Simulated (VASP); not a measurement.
# Ni (I4_1/amd) in VASP: further runs

Ni is run at these levels: PBE; tasks: single point.

Program: VASP 6.6.1. These are calculated values, not measurements. Logs are shortened: lines on timing, memory, paths and dates and some standing lists are left out, and cuts for length are marked.

## Step 1: The cell of the first run

The structure is tetragonal, space group I4_1/amd (No. 141). The conventional cell has a = 3.657 Å, b = 3.657 Å, c = 1.979 Å, α = 90.00°, β = 90.00°, γ = 90.00°. Within 2.5 Å of Ni (site symmetry -4m2) lie 10 Ni at 1.89 to 2.35 Å.

## Step 2: Single point, PBE, collinear spin, ferromagnetic start

Contents of INCAR:

```
SYSTEM = Ni
PREC = Accurate
ENCUT = 520
EDIFF = 1E-6
ISMEAR = -1
SIGMA = 0.1
LREAL = .FALSE.
LASPH = .TRUE.
NELM = 150
ALGO = Normal
ISIF = 2
LWAVE = .FALSE.
LCHARG = .TRUE.
ISPIN = 2
MAGMOM = 1 1
LORBIT = 11
LMAXMIX = 4
GGA = PE
LELF = .TRUE.
LVHAR = .TRUE.
NBANDS = 21
```

Contents of KPOINTS:

```
regular mesh
0
G
  20 20 20
  0 0 0
```

Contents of POSCAR:

```
Ni
1.0
   -1.8283773226      1.8283773226      0.9892524395
    1.8283773226     -1.8283773226      0.9892524395
    1.8283773226      1.8283773226     -0.9892524395
Ni
2
Direct
   -0.3750000000     -0.1250000000     -0.2500000000
    0.3750000000      0.1250000000      0.2500000000
```

Potentials or basis: VASP PAW PBE potentials, release 64 (Ni).

Command:

```console
cat potpaw_PBE.64/Ni/POTCAR > POTCAR
mpirun -np 1 vasp_std > vasp.out
```

OUTCAR:

```text
SYSTEM = Ni
   PREC = Accurate
   ENCUT = 520
   EDIFF = 1E-6
   ISMEAR = -1
   LREAL = .FALSE.
   LASPH = .TRUE.
   NELM = 150
   ISIF = 2
   ISPIN = 2
   LORBIT = 11
   GGA = PE

 ion  position               nearest neighbor table
   1  0.625  0.875  0.750-   2 1.89   2 1.89   2 1.89   2 1.89   2 2.35   2 2.35   2 2.35   2 2.35
                             2 3.08   2 3.08
   2  0.375  0.125  0.250-   1 1.89   1 1.89   1 1.89   1 1.89   1 2.35   1 2.35   1 2.35   1 2.35
                             1 3.08   1 3.08

  LATTYP: Found a body centered tetragonal cell.
 ALAT       =     3.6567546452
 C/A-ratio  =     0.5410548617

  Lattice vectors:

 A1 = (  -1.8283773226,   1.8283773226,   0.9892524395)
 A2 = (   1.8283773226,  -1.8283773226,   0.9892524395)
 A3 = (   1.8283773226,   1.8283773226,  -0.9892524395)

Analysis of symmetry for initial positions (statically):
=====================================================================
 Subroutine PRICEL returns:
 Original cell was already a primitive cell.

 Routine SETGRP: Setting up the symmetry group for a
 body centered tetragonal supercell.

 Subroutine GETGRP returns: Found 16 space group operations
 (whereof  4 operations were pure point group operations)
 out of a pool of 16 trial point group operations.

The static configuration has the point symmetry C_2h.
 The point group associated with its full space group is D_4h.

Analysis of symmetry for dynamics (positions and initial velocities):
=====================================================================
 Subroutine PRICEL returns:
 Original cell was already a primitive cell.

 Routine SETGRP: Setting up the symmetry group for a
 body centered tetragonal supercell.

 Subroutine GETGRP returns: Found 16 space group operations
 (whereof  4 operations were pure point group operations)
 out of a pool of 16 trial point group operations.

The dynamic configuration has the point symmetry C_2h.
 The point group associated with its full space group is D_4h.

Analysis of structural, dynamic, and magnetic symmetry:
=====================================================================
 Subroutine PRICEL returns:
 Original cell was already a primitive cell.

 Routine SETGRP: Setting up the symmetry group for a
 body centered tetragonal supercell.

 Subroutine GETGRP returns: Found 16 space group operations
 (whereof  4 operations were pure point group operations)
 out of a pool of 16 trial point group operations.

The overall configuration has the point symmetry C_2h.
 The point group associated with its full space group is D_4h.

 Subroutine INISYM returns: Found 16 space group operations
 (whereof  4 operations are pure point group operations),
 and found     1 'primitive' translations

----------------------------------------------------------------------------------------

                                     Primitive cell

  volume of cell :      13.2281

  direct lattice vectors                    reciprocal lattice vectors
    -1.828377323  1.828377323  0.989252439     0.000000000  0.273466529  0.505432163
     1.828377323 -1.828377323  0.989252439     0.273466529  0.000000000  0.505432163
     1.828377323  1.828377323 -0.989252439     0.273466529  0.273466529  0.000000000

  length of vectors
     2.768491946  2.768491946  2.768491946     0.574670004  0.574670004  0.386740074

  position of ions in fractional coordinates (direct lattice)
     0.625000000  0.875000000  0.750000000
     0.375000000  0.125000000  0.250000000

  ion indices of the primitive-cell ions
   primitive index   ion index
                 1           1
                 2           2

----------------------------------------------------------------------------------------

 KPOINTS: regular mesh

Automatic generation of k-mesh.
 Grid dimensions read from file:
 generate k-points for:   20   20   20

 Generating k-lattice:

  Cartesian coordinates                     Fractional coordinates (reciprocal lattice)
     0.000000000  0.013673326  0.025271608     0.050000000  0.000000000 -0.000000000
     0.013673326  0.000000000  0.025271608     0.000000000  0.050000000 -0.000000000
     0.013673326  0.013673326  0.000000000     0.000000000  0.000000000  0.050000000

  Length of vectors
     0.028733500  0.028733500  0.019337004

  Shift w.r.t. Gamma in fractional coordinates (k-lattice)
     0.000000000  0.000000000  0.000000000

 Subroutine IBZKPT returns following result:
 ===========================================

 Found    641 irreducible k-points:

 Following reciprocal coordinates:
            Coordinates               Weight
  0.000000  0.000000  0.000000      1.000000
  0.050000  0.000000  0.000000      8.000000
  0.100000  0.000000 -0.000000      8.000000
  0.150000  0.000000  0.000000      8.000000
  0.200000  0.000000 -0.000000      8.000000
  0.250000  0.000000 -0.000000      8.000000
[... 16 lines left out ...]
 -0.400000  0.050000  0.000000     16.000000
 -0.350000  0.050000  0.000000     16.000000
 [... further k-points ...]
   k-points           NKPTS =    641   k-points in BZ     NKDIM =    641   number of bands    NBANDS=     21
   number of dos      NEDOS =    301   number of ions     NIONS =      2
   total plane-waves  NPLWV =  13824
   dimension x,y,z NGX =    24 NGY =   24 NGZ =   24
   dimension x,y,z NGXF=    48 NGYF=   48 NGZF=   48
   ions per type =               2
   NGX,Y,Z   is equivalent  to a cutoff of  14.41, 14.41, 14.41 a.u.
   NGXF,Y,Z  is equivalent  to a cutoff of  28.82, 28.82, 28.82 a.u.
 SYSTEM =  Ni
   PREC   = accura    normal or accurate (medium, high low for compatibility)
   ISTART =      0    job   : 0-new  1-cont  2-samecut
   ICHARG =      2    charge: 1-file 2-atom 10-const
   ISPIN  =      2    spin polarized calculation?
   LNONCOLLINEAR =      F non collinear calculations
   LSORBIT =      F    spin-orbit coupling
   LASPH  =      T    aspherical Exc in radial PAW
   ENCUT  =  520.0 eV  38.22 Ry    6.18 a.u.   5.15  5.15  5.15*2*pi/ulx,y,z
   NELM   =    150;   NELMIN=  2; NELMDL= -5     # of ELM steps
   EDIFF  = 0.1E-05   stopping-criterion for ELM
   LREAL  =      F    real-space projection
   EDIFFG = 0.1E-04   stopping-criterion for IOM
   NSW    =      0    number of steps for IOM
   IBRION =     -1    ionic relax: 0-MD 1-quasi-New 2-CG
   NFREE  =      0    steps in history (QN), initial steepest desc. (CG)
   ISIF   =      2    stress and relaxation
   ISYM   =      2    0-nonsym 1-usesym 2-fastsym
   POTIM  = 0.5000    time-step for ionic-motion
   TEBEG  =    0.0;   TEEND  =   0.0 temperature during run
   PSTRESS=    0.0 pullay stress
   NELECT =      20.0000    total number of electrons
   NUPDOWN=      -1.0000    fix difference up-down
   EMIN   =  10.00;   EMAX   =-10.00  energy-range for DOS
   EFERMI =   0.00;   METHOD = LEGACY
   ISMEAR =    -1;   SIGMA  =   0.10  broadening in eV -4-tet -1-fermi 0-gaus
   EFERMI_NEDOS =   21; number of points for ismear=-14 and -15
   IALGO  =     38    algorithm
   IMIX   =      4    mixing-type and parameters
     AMIX     =   0.40;   BMIX     =  1.00
     AMIX_MAG =   1.60;   BMIX_MAG =  1.00
  volume/ion in A,a.u.               =       6.61        44.63
  Fermi-wavevector in a.u.,A,eV,Ry     =   1.878964  3.550728 48.035471  3.530508
  Thomas-Fermi vector in A             =   2.922895
   LORBIT       =     11    0 simple, 1 ext, 2 COOP (PROOUT), +10 PAW based schemes
   GGA     = PE    functional components
   LHFCALC =     F    Hartree Fock is set to
   AEXX    =    0.0000 exact exchange contribution
   IVDW    =     0    specifies the selected vdW correction
   LEPSILON=     F    determine dielectric tensor
   LRPA    =     F    only Hartree local field effects (RPA)
 spin polarized calculation
  energy-cutoff  :      520.00
  volume of cell :       13.23
 maximum number of plane-waves:       378
 NGX is ok and might be reduce to    24
   NGX = 11   NGY = 11   NGZ = 11

 number of electron      20.0000010 magnetization       0.0004536

 number of electron      20.0000010 magnetization      -0.0001066

 Free energy of the ion-electron system (eV)
  ---------------------------------------------------
  ext. energy  EPLUGINS =         0.00000000
  ---------------------------------------------------
  free energy    TOTEN  =        -2.80655926 eV

  energy without entropy =       -2.74790528  energy(sigma->0) =       -2.77723227

 E-fermi :  18.9588     XC(G=0): -16.3991

 val. band max:       18.9580667002   @ k =  -0.4000   0.5000   0.2000
 cond. band min:      18.9659805358   @ k =   0.2000   0.2000   0.0500
 fundamental gap:      0.0079138356
 Fermi energy:        18.9588188754

 spin component 1

 k-point     1 :       0.0000    0.0000    0.0000
  band No.  band energies     occupation
      1       5.9071      1.00000
      2       9.3991      1.00000
      3      11.8838      1.00000
      4      12.5897      1.00000
      5      13.3073      1.00000
      6      17.2238      1.00000
[... 550 lines left out ...]
      5      14.1304      1.00000
      6      14.8844      1.00000
[... 13 lines left out ...]
     20      53.7430      0.00000
     21      55.3100      0.00000

 [... further k-points ...]

 spin component 2

 k-point     1 :       0.0000    0.0000    0.0000
  band No.  band energies     occupation
      1       5.9071      1.00000
      2       9.3991      1.00000
      3      11.8838      1.00000
      4      12.5897      1.00000
      5      13.3072      1.00000
      6      17.2237      1.00000
[... 550 lines left out ...]
      5      14.1304      1.00000
      6      14.8844      1.00000
[... 13 lines left out ...]
     20      53.7430      0.00000
     21      55.3100      0.00000

 [... further k-points ...]

------------------------ aborting loop because EDIFF is reached ----------------------------------------

  FORCE on cell =-STRESS in cart. coord.  units (eV):
  Direction    XX          YY          ZZ          XY          YZ          ZX
  --------------------------------------------------------------------------------------
  -------------------------------------------------------------------------------------
  Total       31.3901315     31.3901315     31.8492751      0.0000000      0.0000000     -0.0000000
  in kB     3801.9372442   3801.9372442   3857.5481923      0.0000000      0.0000000     -0.0000000
  external PRESSURE =    3820.4742269 kB  Pullay stress =       0.0000000 kB

 VOLUME and BASIS-vectors are now :
 -----------------------------------------------------------------------------
  energy-cutoff  :      520.00
  volume of cell :       13.23
      direct lattice vectors                 reciprocal lattice vectors
    -1.828377323  1.828377323  0.989252439     0.000000000  0.273466529  0.505432163
     1.828377323 -1.828377323  0.989252439     0.273466529  0.000000000  0.505432163
     1.828377323  1.828377323 -0.989252439     0.273466529  0.273466529  0.000000000

 POSITION                                       TOTAL-FORCE (eV/Angst)
 -----------------------------------------------------------------------------------
      1.82838      0.91419      0.74194        -0.000000      0.000000     -0.000000
     -0.00000      0.91419      0.24731         0.000000     -0.000000      0.000000
 -----------------------------------------------------------------------------------
    total drift:                               -0.000000      0.000000      0.000000

  FREE ENERGIE OF THE ION-ELECTRON SYSTEM (eV)
  ---------------------------------------------------
  free  energy   TOTEN  =        -2.8065592575 eV

  energy  without entropy=       -2.7479052777  energy(sigma->0) =       -2.77723227

 total charge

# of ion       s       p       d       tot
------------------------------------------
    1        0.827   1.111   8.974  10.913
    2        0.827   1.111   8.974  10.913
--------------------------------------------------
tot          1.654   2.223  17.949  21.825

 magnetization (x)

# of ion       s       p       d       tot
------------------------------------------
    1        0.000   0.000  -0.000  -0.000
    2        0.000   0.000  -0.000  -0.000
--------------------------------------------------
tot          0.000   0.000  -0.000  -0.000
```

It took 8.1 min on 1 thread of Intel Xeon 8259CL, shared host; peak memory 0.36 GiB.

Results:

| Property | Result |
| --- | --- |
| Free energy | -2.8066 eV |
| Pressure | 382.0 GPa |
| Band gap on the k mesh | zero (filled and empty bands overlap) |
| Net moment | 0.00 μB per cell |

Stress tensor (GPa, compression positive):
```
380.19   0.00   0.00
  0.00 380.19   0.00
  0.00   0.00 385.75
```

Levels at points of the mesh, in eV from the Fermi level:
Spin up:
```tsv
k point	band 6	band 7	band 8	band 9	band 10	band 11	band 12	band 13	band 14	band 15
(0.00, 0.00, 0.00)	-1.74	-1.74	-1.68	-1.68	0.26	1.36	8.86	8.86	17.43	23.48
(0.50, 0.00, 0.00)	-3.41	-2.35	-1.51	-0.31	-0.30	2.65	8.34	11.90	12.62	17.69
(0.50, 0.50, 0.00)	-4.61	-1.91	-1.91	-0.85	-0.85	-0.37	-0.37	18.11	18.11	21.43
(0.50, 0.50, 0.50)	-2.72	-2.40	-2.40	-1.38	-1.38	-1.33	-1.33	9.10	9.10	29.03
```
Spin down:
```csv
k point,band 7,band 8,band 9,band 10,band 11,band 12,band 13,band 14
"(0.00, 0.00, 0.00)",-1.74,-1.68,-1.68,0.26,1.36,8.86,8.86,17.43
"(0.50, 0.00, 0.00)",-2.35,-1.51,-0.31,-0.30,2.65,8.34,11.90,12.62
"(0.50, 0.50, 0.00)",-1.91,-1.91,-0.85,-0.85,-0.37,-0.37,18.11,18.11
"(0.50, 0.50, 0.50)",-2.40,-2.40,-1.38,-1.38,-1.33,-1.33,9.10,9.10
```

Caveat: the cell stands under pressure.

## Step 3: Single point, PBE, collinear spin, ferromagnetic start

This run uses another cell than the first one, of 10.22 Å³/atom.

Contents of INCAR:

```
SYSTEM = Ni
ALGO = Normal
EDIFF = 1E-6
ENCUT = 520
GGA = PE
ISIF = 2
ISMEAR = -1
ISPIN = 2
LASPH = .TRUE.
LCHARG = .FALSE.
LMAXMIX = 4
LORBIT = 11
LREAL = .FALSE.
LWAVE = .FALSE.
MAGMOM = 1 1
NBANDS = 21
NELM = 150
PREC = Accurate
SIGMA = 0.1
```

Contents of KPOINTS:

```
k-points
0
G
  20 20 20
  0 0 0
```

Contents of POSCAR:

```
Ni
1.0
   -2.1127783269      2.1127783269      1.1449516623
    2.1127783269     -2.1127783269      1.1449516623
    2.1127783269      2.1127783269     -1.1449516623
Ni
2
Direct
   -0.3750000000     -0.1250000000     -0.2500000000
    0.3750000000      0.1250000000      0.2500000000
```

Potentials or basis: VASP PAW PBE potentials, release 64 (Ni).

Command:

```console
cat potpaw_PBE.64/Ni/POTCAR > POTCAR
mpirun -np 1 vasp_std > vasp.out
```

OUTCAR:

```text
SYSTEM = Ni
   EDIFF = 1E-6
   ENCUT = 520
   GGA = PE
   ISIF = 2
   ISMEAR = -1
   ISPIN = 2
   LASPH = .TRUE.
   LORBIT = 11
   LREAL = .FALSE.
   NELM = 150
   PREC = Accurate

 ion  position               nearest neighbor table
   1  0.625  0.875  0.750-   2 2.19   2 2.19   2 2.19   2 2.19   2 2.72   2 2.72   2 2.72   2 2.72

   2  0.375  0.125  0.250-   1 2.19   1 2.19   1 2.19   1 2.19   1 2.72   1 2.72   1 2.72   1 2.72

  LATTYP: Found a body centered tetragonal cell.
 ALAT       =     4.2255566538
 C/A-ratio  =     0.5419175536

  Lattice vectors:

 A1 = (  -2.1127783269,   2.1127783269,   1.1449516623)
 A2 = (   2.1127783269,  -2.1127783269,   1.1449516623)
 A3 = (   2.1127783269,   2.1127783269,  -1.1449516623)

Analysis of symmetry for initial positions (statically):
=====================================================================
 Subroutine PRICEL returns:
 Original cell was already a primitive cell.

 Routine SETGRP: Setting up the symmetry group for a
 body centered tetragonal supercell.

 Subroutine GETGRP returns: Found 16 space group operations
 (whereof  4 operations were pure point group operations)
 out of a pool of 16 trial point group operations.

[... 1346 lines left out ...]

------------------------ aborting loop because EDIFF is reached ----------------------------------------

  FORCE on cell =-STRESS in cart. coord.  units (eV):
  Direction    XX          YY          ZZ          XY          YZ          ZX
  --------------------------------------------------------------------------------------
  -------------------------------------------------------------------------------------
  Total        4.5232875      4.5232875      4.5181432      0.0000000     -0.0000000      0.0000000
  in kB      354.4947127    354.4947127    354.0915519      0.0000000     -0.0000000      0.0000000
  external PRESSURE =     354.3603258 kB  Pullay stress =       0.0000000 kB

 VOLUME and BASIS-vectors are now :
 -----------------------------------------------------------------------------
  energy-cutoff  :      520.00
  volume of cell :       20.44
      direct lattice vectors                 reciprocal lattice vectors
    -2.112778327  2.112778327  1.144951662     0.000000000  0.236655211  0.436699659
     2.112778327 -2.112778327  1.144951662     0.236655211  0.000000000  0.436699659
     2.112778327  2.112778327 -1.144951662     0.236655211  0.236655211  0.000000000

 POSITION                                       TOTAL-FORCE (eV/Angst)
 -----------------------------------------------------------------------------------
      2.11278      1.05639      0.85871         0.000000      0.000000      0.000000
      0.00000      1.05639      0.28624        -0.000000     -0.000000     -0.000000
 -----------------------------------------------------------------------------------
    total drift:                               -0.000000      0.000000      0.000000

  FREE ENERGIE OF THE ION-ELECTRON SYSTEM (eV)
  ---------------------------------------------------
  free  energy   TOTEN  =        -9.7465539154 eV

  energy  without entropy=       -9.6343453269  energy(sigma->0) =       -9.69044962

 total charge

# of ion       s       p       d       tot
------------------------------------------
    1        0.564   0.557   8.433   9.554
    2        0.564   0.557   8.433   9.554
--------------------------------------------------
tot          1.128   1.114  16.866  19.109

 magnetization (x)

# of ion       s       p       d       tot
------------------------------------------
    1        0.000   0.000  -0.000  -0.000
    2        0.000   0.000  -0.000  -0.000
--------------------------------------------------
tot          0.000   0.000  -0.001  -0.001
```

Wall time 5.6 min (1 thread of Intel Xeon Platinum 8488C (Sapphire Rapids), shared host); peak memory 0.46 GiB.

Results:

* Free energy: -9.7466 eV
* Pressure: 35.4 GPa
* Band gap on the k mesh: zero (filled and empty bands overlap)
* Net moment: 0.00 μB per cell
* Valence electrons inside the program's atomic spheres: Ni 9.55

Levels at points of the mesh, in eV from the Fermi level:
Spin up:
```
           k point  band 6  band 7  band 8  band 9  band 10  band 11  band 12  band 13  band 14  band 15
(0.00, 0.00, 0.00)   -0.92   -0.92   -0.88   -0.88     0.10     0.70     6.77     6.77    13.50    15.26
(0.50, 0.00, 0.00)   -1.83   -1.38   -0.76   -0.21    -0.13     1.68     5.29     8.71     9.13    13.50
(0.50, 0.50, 0.00)   -2.58   -1.19   -1.19   -0.45    -0.45    -0.19    -0.19    13.51    13.51    16.23
(0.50, 0.50, 0.50)   -1.28   -1.25   -1.25   -0.75    -0.75    -0.71    -0.71     5.36     5.36    21.80
```
Spin down:
```tsv
k point	band 7	band 8	band 9	band 10	band 11	band 12	band 13	band 14
(0.00, 0.00, 0.00)	-0.92	-0.88	-0.88	0.10	0.70	6.77	6.77	13.50
(0.50, 0.00, 0.00)	-1.38	-0.76	-0.21	-0.13	1.68	5.29	8.71	9.13
(0.50, 0.50, 0.00)	-1.19	-1.19	-0.45	-0.45	-0.19	-0.19	13.51	13.51
(0.50, 0.50, 0.50)	-1.25	-1.25	-0.75	-0.75	-0.72	-0.72	5.36	5.36
```

Caveat: the cell stands under pressure.
